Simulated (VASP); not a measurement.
The system is Li.

```
Li
1.0
    -1.75465    1.75465    1.75465
     1.75465   -1.75465    1.75465
     1.75465    1.75465   -1.75465
Li
1
Direct
  0.00000 0.00000 0.00000
```

* Program: VASP 6.6.1
* Task: relaxation of cell and atoms
* Functional: revPBE
* Dispersion: D3(BJ)
* Potentials or basis: VASP PAW PBE potentials, release 64 (Li_sv)
* Cutoff: 600 eV
* k mesh: 11 × 11 × 11
* Occupations: fermi-dirac, width 0.05 eV
* Spin: no spin polarisation

At the start: pressure -2.6 GPa; volume 21.61 Å³/atom.

How do energy, volume and symmetry change on relaxing?

Over 5 steps the energy falls by 43.9 meV/atom and the volume is 17.26 Å³/atom (-20.1 %); space group Im-3m (No. 229, to 0.05 Å).

The path:
| step | energy change (eV) | largest force (eV/Å) | pressure (GPa) | volume (Å³) |
| --- | --- | --- | --- | --- |
| 1 | 0.0000 | 0.0000 | -2.60 | 21.61 |
| 2 | -0.0163 | 0.0000 | -2.23 | 20.53 |
| 3 | -0.0405 | 0.0000 | -0.95 | 18.19 |
| 4 | -0.0062 | 0.0000 | 4.64 | 14.05 |
| 5 | -0.0439 | 0.0000 | -0.18 | 17.26 |

Final structure:
```
Li
1.0
    -1.62816    1.62816    1.62816
     1.62816   -1.62816    1.62816
     1.62816    1.62816   -1.62816
Li
1
Direct
  0.00000 0.00000 0.00000
```

The cell as given is a measured one (21.61 Å³/atom); revPBE+D3(BJ) puts the equilibrium volume -20.1 % from it, thermal expansion not counted.

Caveat: the cutoff is under 1.25 times the usual one of these potentials, so pressure, stress and relaxed cells hold a basis-set (Pulay) error; the volume moved by over 15 % at a fixed basis, so the end points are rough; the PAW data sets were made with another functional, which shifts forces and pressure a little; the volume moved by -20 % from the deposited cell, more than functionals usually miss; pairwise dispersion overbinds metals, which lowers pressure and volume.
